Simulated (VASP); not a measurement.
# Ag2Au (Fd-3m) in VASP: further runs

Runs on Ag2Au. Level: PBE. Tasks: single point, relaxation of cell and atoms.

Everything below comes from runs of VASP 6.6.1. Logs are shortened: lines on timing, memory, paths and dates and some standing lists are left out, and cuts for length are marked.

## Step 1: The cell of the first run

The structure is cubic, space group Fd-3m (No. 227). Conventional cell: a = 7.742 Å, b = 7.742 Å, c = 7.742 Å, α = 90.00°, β = 90.00°, γ = 90.00°. Within 3.6 Å of Ag (site symmetry -3m) lie 6 Ag at 2.74 Å and 6 Au at 3.21 Å. Au (site symmetry -43m) has 12 Ag at 3.21 Å and 4 Au at 3.35 Å within 4.2 Å.

## Step 2: Single point, PBE

File INCAR:

```
PREC = Accurate ; ENCUT = 520
EDIFF = 1E-6 ; ISMEAR = 0
SIGMA = 0.1 ; LREAL = False
LASPH = True ; NELM = 80
ALGO = Normal ; ISIF = 2
LWAVE = False ; LCHARG = False
GGA = PE ; NBANDS = 42
```

File KPOINTS:

```
regular mesh
0
Gamma
  4 4 4
```

File POSCAR:

```
Ag2Au
1.0
    0.0000000000      3.8712077297      3.8712077297
    3.8712077297      0.0000000000      3.8712077297
    3.8712077297      3.8712077297      0.0000000000
Ag Au
4 2
Direct
    0.6250000000      0.6250000000      0.6250000000
    0.1250000000      0.6250000000      0.6250000000
    0.6250000000      0.6250000000      0.1250000000
    0.6250000000      0.1250000000      0.6250000000
    0.0000000000      0.0000000000      0.0000000000
    0.2500000000      0.2500000000      0.2500000000
```

Potentials or basis: VASP PAW PBE potentials, release 64 (Ag, Au).

Run with:

```
cat potpaw_PBE.64/Ag/POTCAR potpaw_PBE.64/Au/POTCAR > POTCAR
mpirun -np 1 vasp_std > vasp.out
```

OUTCAR:

```text
PREC = Accurate
   ENCUT = 520
   EDIFF = 1E-6
   ISMEAR = 0
   LREAL = False
   LASPH = True
   NELM = 80
   ISIF = 2
   GGA = PE

 ion  position               nearest neighbor table
   1  0.625  0.625  0.625-   2 2.74   3 2.74   4 2.74   3 2.74   4 2.74   2 2.74   6 3.21   5 3.21
                             6 3.21   5 3.21   6 3.21   5 3.21
   2  0.125  0.625  0.625-   1 2.74   3 2.74   4 2.74   1 2.74   3 2.74   4 2.74   5 3.21   6 3.21
                             5 3.21   5 3.21   6 3.21   6 3.21
   3  0.625  0.625  0.125-   1 2.74   1 2.74   2 2.74   4 2.74   4 2.74   2 2.74   6 3.21   5 3.21
                             6 3.21   5 3.21   6 3.21   5 3.21
   4  0.625  0.125  0.625-   1 2.74   3 2.74   1 2.74   2 2.74   3 2.74   2 2.74   5 3.21   6 3.21
                             5 3.21   6 3.21   6 3.21   5 3.21
   5  0.000  0.000  0.000-   1 3.21   3 3.21   4 3.21   1 3.21   2 3.21   3 3.21   1 3.21   2 3.21
                             4 3.21   2 3.21   3 3.21   4 3.21   6 3.35   6 3.35   6 3.35   6 3.35
   6  0.250  0.250  0.250-   2 3.21   3 3.21   4 3.21   1 3.21   2 3.21   4 3.21   1 3.21   2 3.21
                             3 3.21   1 3.21   3 3.21   4 3.21   5 3.35   5 3.35   5 3.35   5 3.35

  LATTYP: Found a face centered cubic cell.
 ALAT       =     7.7424154594

  Lattice vectors:

 A1 = (   0.0000000000,   3.8712077297,   3.8712077297)
 A2 = (   3.8712077297,   0.0000000000,   3.8712077297)
 A3 = (   3.8712077297,   3.8712077297,   0.0000000000)

Analysis of symmetry for initial positions (statically):
=====================================================================
 Subroutine PRICEL returns:
 Original cell was already a primitive cell.

 Routine SETGRP: Setting up the symmetry group for a
 face centered cubic supercell.

 Subroutine GETGRP returns: Found 48 space group operations
 (whereof 24 operations were pure point group operations)
 out of a pool of 48 trial point group operations.

The static configuration has the point symmetry T_d .
 The point group associated with its full space group is O_h .

Analysis of symmetry for dynamics (positions and initial velocities):
=====================================================================
 Subroutine PRICEL returns:
 Original cell was already a primitive cell.

 Routine SETGRP: Setting up the symmetry group for a
 face centered cubic supercell.

 Subroutine GETGRP returns: Found 48 space group operations
 (whereof 24 operations were pure point group operations)
 out of a pool of 48 trial point group operations.

The dynamic configuration has the point symmetry T_d .
 The point group associated with its full space group is O_h .

 Subroutine INISYM returns: Found 48 space group operations
 (whereof 24 operations are pure point group operations),
 and found     1 'primitive' translations

----------------------------------------------------------------------------------------

                                     Primitive cell

  volume of cell :     116.0298

  direct lattice vectors                    reciprocal lattice vectors
     0.000000000  3.871207730  3.871207730    -0.129158659  0.129158659  0.129158659
     3.871207730  0.000000000  3.871207730     0.129158659 -0.129158659  0.129158659
     3.871207730  3.871207730  0.000000000     0.129158659  0.129158659 -0.129158659

  length of vectors
     5.474714474  5.474714474  5.474714474     0.223709360  0.223709360  0.223709360

  position of ions in fractional coordinates (direct lattice)
     0.625000000  0.625000000  0.625000000
     0.125000000  0.625000000  0.625000000
     0.625000000  0.625000000  0.125000000
     0.625000000  0.125000000  0.625000000
     0.000000000  0.000000000  0.000000000
     0.250000000  0.250000000  0.250000000

  ion indices of the primitive-cell ions
   primitive index   ion index
                 1           1
                 2           2
                 3           3
                 4           4
                 5           5
                 6           6

----------------------------------------------------------------------------------------

 KPOINTS: regular mesh

Automatic generation of k-mesh.
 Grid dimensions read from file:
 generate k-points for:    4    4    4

 Generating k-lattice:

  Cartesian coordinates                     Fractional coordinates (reciprocal lattice)
    -0.032289665  0.032289665  0.032289665     0.250000000  0.000000000  0.000000000
     0.032289665 -0.032289665  0.032289665     0.000000000  0.250000000  0.000000000
     0.032289665  0.032289665 -0.032289665     0.000000000  0.000000000  0.250000000

  Length of vectors
     0.055927340  0.055927340  0.055927340

  Shift w.r.t. Gamma in fractional coordinates (k-lattice)
     0.000000000  0.000000000  0.000000000

 Subroutine IBZKPT returns following result:
 ===========================================

 Found      8 irreducible k-points:

 Following reciprocal coordinates:
            Coordinates               Weight
  0.000000  0.000000  0.000000      1.000000
  0.250000  0.000000  0.000000      8.000000
  0.500000  0.000000  0.000000      4.000000
  0.250000  0.250000  0.000000      6.000000
  0.500000  0.250000  0.000000     24.000000
 -0.250000  0.250000  0.000000     12.000000
  0.500000  0.500000  0.000000      3.000000
 -0.250000  0.500000  0.250000      6.000000
   k-points           NKPTS =      8   k-points in BZ     NKDIM =      8   number of bands    NBANDS=     42
   number of dos      NEDOS =    301   number of ions     NIONS =      6
   total plane-waves  NPLWV =  74088
   dimension x,y,z NGX =    42 NGY =   42 NGZ =   42
   dimension x,y,z NGXF=    84 NGYF=   84 NGZF=   84
   ions per type =               4   2
   NGX,Y,Z   is equivalent  to a cutoff of  12.75, 12.75, 12.75 a.u.
   NGXF,Y,Z  is equivalent  to a cutoff of  25.51, 25.51, 25.51 a.u.
 SYSTEM =  unknown system
   PREC   = accura    normal or accurate (medium, high low for compatibility)
   ISTART =      0    job   : 0-new  1-cont  2-samecut
   ICHARG =      2    charge: 1-file 2-atom 10-const
   ISPIN  =      1    spin polarized calculation?
   LNONCOLLINEAR =      F non collinear calculations
   LSORBIT =      F    spin-orbit coupling
   LASPH  =      T    aspherical Exc in radial PAW
   ENCUT  =  520.0 eV  38.22 Ry    6.18 a.u.  10.18 10.18 10.18*2*pi/ulx,y,z
   NELM   =     80;   NELMIN=  2; NELMDL= -5     # of ELM steps
   EDIFF  = 0.1E-05   stopping-criterion for ELM
   LREAL  =      F    real-space projection
   EDIFFG = 0.1E-04   stopping-criterion for IOM
   NSW    =      0    number of steps for IOM
   IBRION =     -1    ionic relax: 0-MD 1-quasi-New 2-CG
   NFREE  =      0    steps in history (QN), initial steepest desc. (CG)
   ISIF   =      2    stress and relaxation
   ISYM   =      2    0-nonsym 1-usesym 2-fastsym
   POTIM  = 0.5000    time-step for ionic-motion
   TEBEG  =    0.0;   TEEND  =   0.0 temperature during run
   PSTRESS=    0.0 pullay stress
   NELECT =      66.0000    total number of electrons
   NUPDOWN=      -1.0000    fix difference up-down
   EMIN   =  10.00;   EMAX   =-10.00  energy-range for DOS
   EFERMI =   0.00;   METHOD = LEGACY
   ISMEAR =     0;   SIGMA  =   0.10  broadening in eV -4-tet -1-fermi 0-gaus
   EFERMI_NEDOS =   21; number of points for ismear=-14 and -15
   IALGO  =     38    algorithm
   IMIX   =      4    mixing-type and parameters
     AMIX     =   0.40;   BMIX     =  1.00
     AMIX_MAG =   1.60;   BMIX_MAG =  1.00
  volume/ion in A,a.u.               =      19.34       130.50
  Fermi-wavevector in a.u.,A,eV,Ry     =   1.356437  2.563294 25.033654  1.839922
  Thomas-Fermi vector in A             =   2.483440
   LORBIT       =      0    0 simple, 1 ext, 2 COOP (PROOUT), +10 PAW based schemes
   GGA     = PE    functional components
   LHFCALC =     F    Hartree Fock is set to
   AEXX    =    0.0000 exact exchange contribution
   IVDW    =     0    specifies the selected vdW correction
   LEPSILON=     F    determine dielectric tensor
   LRPA    =     F    only Hartree local field effects (RPA)
 non-spin polarized calculation
 Gauss-broadening in eV      SIGMA  =   0.10
  energy-cutoff  :      520.00
  volume of cell :      116.03
 maximum number of plane-waves:      3142
 NGX is ok and might be reduce to    42
   NGX = 21   NGY = 21   NGZ = 21

 number of electron      65.9999989 magnetization

 Free energy of the ion-electron system (eV)
  ---------------------------------------------------
  ext. energy  EPLUGINS =         0.00000000
  ---------------------------------------------------
  free energy    TOTEN  =       -16.12842976 eV

  energy without entropy =      -16.11003764  energy(sigma->0) =      -16.11923370

 E-fermi :   7.3922     XC(G=0): -11.6140

 val. band max:        7.3210927250   @ k =   0.5000   0.5000   0.0000
 cond. band min:       7.4504088588   @ k =   0.5000   0.2500   0.0000
 fundamental gap:      0.1293161338
 Fermi energy:         7.3922364517

 k-point     1 :       0.0000    0.0000    0.0000
  band No.  band energies     occupation
      1      -0.5870      2.00000
      2       0.3181      2.00000
      3       1.0966      2.00000
      4       1.0966      2.00000
      5       1.0966      2.00000
      6       1.6666      2.00000
[... 34 lines left out ...]
     41      13.1879      0.00000
     42      13.1879      0.00000

 k-point     2 :       0.2500    0.0000    0.0000
  band No.  band energies     occupation
      1      -0.1172      2.00000
      2       0.6266      2.00000
      3       1.1974      2.00000
      4       1.2847      2.00000
      5       1.2847      2.00000
      6       1.7390      2.00000
[... 34 lines left out ...]
     41      12.9171      0.00000
     42      14.8316      0.00000

 k-point     3 :       0.5000    0.0000    0.0000
  band No.  band energies     occupation
      1       0.4296      2.00000
      2       1.2490      2.00000
      3       1.4406      2.00000
      4       1.4677      2.00000
      5       1.4677      2.00000
      6       1.6331      2.00000
[... 34 lines left out ...]
     41      15.2142      0.00000
     42      15.2142      0.00000

 k-point     4 :       0.2500    0.2500    0.0000
  band No.  band energies     occupation
      1       0.0489      2.00000
      2       0.7544      2.00000
      3       1.1763      2.00000
      4       1.3927      2.00000
      5       1.3927      2.00000
      6       1.6723      2.00000
[... 34 lines left out ...]
     41      14.0449      0.00000
     42      14.0449      0.00000

 k-point     5 :       0.5000    0.2500    0.0000
  band No.  band energies     occupation
      1       0.7114      2.00000
      2       1.3086      2.00000
      3       1.4041      2.00000
      4       1.5125      2.00000
      5       1.7036      2.00000
      6       1.7533      2.00000
[... 34 lines left out ...]
     41      15.1781      0.00000
     42      15.8714      0.00000

 k-point     6 :      -0.2500    0.2500    0.0000
  band No.  band energies     occupation
      1       0.4762      2.00000
      2       1.1225      2.00000
      3       1.2748      2.00000
      4       1.4932      2.00000
      5       1.6014      2.00000
      6       1.6584      2.00000
[... 34 lines left out ...]
     41      14.1994      0.00000
     42      14.7005      0.00000

 k-point     7 :       0.5000    0.5000    0.0000
  band No.  band energies     occupation
      1       1.1415      2.00000
      2       1.1415      2.00000
      3       1.7359      2.00000
      4       1.7359      2.00000
      5       1.7414      2.00000
      6       1.7414      2.00000
[... 34 lines left out ...]
     41      16.0630      0.00000
     42      16.0684      0.00000

 k-point     8 :      -0.2500    0.5000    0.2500
  band No.  band energies     occupation
      1       1.2925      2.00000
      2       1.2925      2.00000
      3       1.4801      2.00000
      4       1.4801      2.00000
      5       1.7860      2.00000
      6       1.7860      2.00000
[... 34 lines left out ...]
     41      16.1310      0.00000
     42      16.1310      0.00000

------------------------ aborting loop because EDIFF is reached ----------------------------------------

  FORCE on cell =-STRESS in cart. coord.  units (eV):
  Direction    XX          YY          ZZ          XY          YZ          ZX
  --------------------------------------------------------------------------------------
  -------------------------------------------------------------------------------------
  Total       -1.5518263     -1.5518263     -1.5518263      0.0000000     -0.0000000      0.0000000
  in kB      -21.4281301    -21.4281301    -21.4281301      0.0000000     -0.0000000      0.0000000
  external PRESSURE =     -21.4281301 kB  Pullay stress =       0.0000000 kB

 VOLUME and BASIS-vectors are now :
 -----------------------------------------------------------------------------
  energy-cutoff  :      520.00
  volume of cell :      116.03
      direct lattice vectors                 reciprocal lattice vectors
     0.000000000  3.871207730  3.871207730    -0.129158659  0.129158659  0.129158659
     3.871207730  0.000000000  3.871207730     0.129158659 -0.129158659  0.129158659
     3.871207730  3.871207730  0.000000000     0.129158659  0.129158659 -0.129158659

 POSITION                                       TOTAL-FORCE (eV/Angst)
 -----------------------------------------------------------------------------------
      4.83901      4.83901      4.83901         0.000000     -0.000000     -0.000000
      4.83901      2.90341      2.90341         0.000000     -0.000000     -0.000000
      2.90341      2.90341      4.83901         0.000000     -0.000000     -0.000000
      2.90341      4.83901      2.90341         0.000000     -0.000000     -0.000000
      0.00000      0.00000      0.00000        -0.000000     -0.000000     -0.000000
      1.93560      1.93560      1.93560         0.000000      0.000000      0.000000
 -----------------------------------------------------------------------------------
    total drift:                                0.000000      0.000000      0.000000

  FREE ENERGIE OF THE ION-ELECTRON SYSTEM (eV)
  ---------------------------------------------------
  free  energy   TOTEN  =       -16.1284297622 eV

  energy  without entropy=      -16.1100376448  energy(sigma->0) =      -16.11923370
```

It took 34 s on 1 thread of Intel Xeon Platinum 8375C at 2.90GHz (Ice Lake), shared host; peak memory 0.26 GiB.

What came out:

| Quantity | Value |
| --- | --- |
| Free energy | -16.1284 eV |
| Pressure | -2.1 GPa |
| Band gap on the k mesh | zero (band 33 reaches 9.32 eV, above the bottom of band 34 at 5.27 eV) |

Caveat: spin-orbit coupling is left out, which moves the levels of the heavy elements.

## Step 3: Single point, PBE

This run uses another cell than the first one, of 18.81 Å³/atom, 0.973 times its volume.

File INCAR:

```
SYSTEM = Ag2Au
PREC     = Accurate       ! precision mode
ENCUT    = 520            ! plane-wave cutoff, eV
EDIFF    = 1E-7           ! SCF threshold, eV
ISMEAR   = 0              ! smearing method
SIGMA    = 0.1            ! smearing width, eV
LREAL    = .False.        ! projectors in reciprocal space
LASPH    = .True.         ! aspherical terms in the spheres
NELM     = 60             ! most SCF steps
ALGO     = Fast           ! electronic algorithm
ISIF     = 2              ! what is computed and relaxed
LWAVE    = .False.        ! write WAVECAR
LCHARG   = .True.         ! write CHGCAR
GGA      = PE             ! functional
LELF     = .True.         ! ELF
LVHAR    = .True.       
NBANDS   = 42             ! bands
```

File KPOINTS:

```
Automatic mesh
0
Gamma
  8 8 8
  0 0 0
```

Changes to POSCAR since step 2:

```diff
@@ -2,5 +2,5 @@
 1.0
-    0.0000000000      3.8712077297      3.8712077297
-    3.8712077297      0.0000000000      3.8712077297
-    3.8712077297      3.8712077297      0.0000000000
+    0.0000000000      3.8356883429      3.8356883429
+    3.8356883429      0.0000000000      3.8356883429
+    3.8356883429      3.8356883429      0.0000000000
 Ag Au
```

Potentials or basis: VASP PAW PBE potentials, release 64 (Ag, Au).

Run with:

```
cat potpaw_PBE.64/Ag/POTCAR potpaw_PBE.64/Au/POTCAR > POTCAR
mpirun -np 1 vasp_std > vasp.out
```

It took 1.9 min on 1 thread of Intel Xeon Platinum 8375C at 2.90GHz (Ice Lake), shared host; peak memory 0.3 GiB.

Results (log left out):

```yaml
Free_energy: -16.2416 eV
Pressure: -0.1 GPa
Band_gap_on_the_k_mesh: zero (band 33 reaches 9.69 eV, above the bottom of band 34 at 5.60 eV)
```

Levels at points of the mesh, in eV from the Fermi level:
```
           k point  band 29  band 30  band 31  band 32  band 33  band 34  band 35  band 36  band 37  band 38
(0.00, 0.00, 0.00)    -2.32    -2.32    -2.32     0.01     2.32     2.32     2.32     2.67     2.87     4.79
(0.50, 0.00, 0.00)    -2.61    -2.44    -2.44    -2.32     0.61     1.69     1.69     1.88     3.86     3.86
(0.50, 0.50, 0.00)    -2.57    -2.57    -2.39    -2.39     0.12     0.12     0.36     0.36     7.18     7.18
```

Caveat: spin-orbit coupling is left out, which moves the levels of the heavy elements.

[end of part 1 of 2]
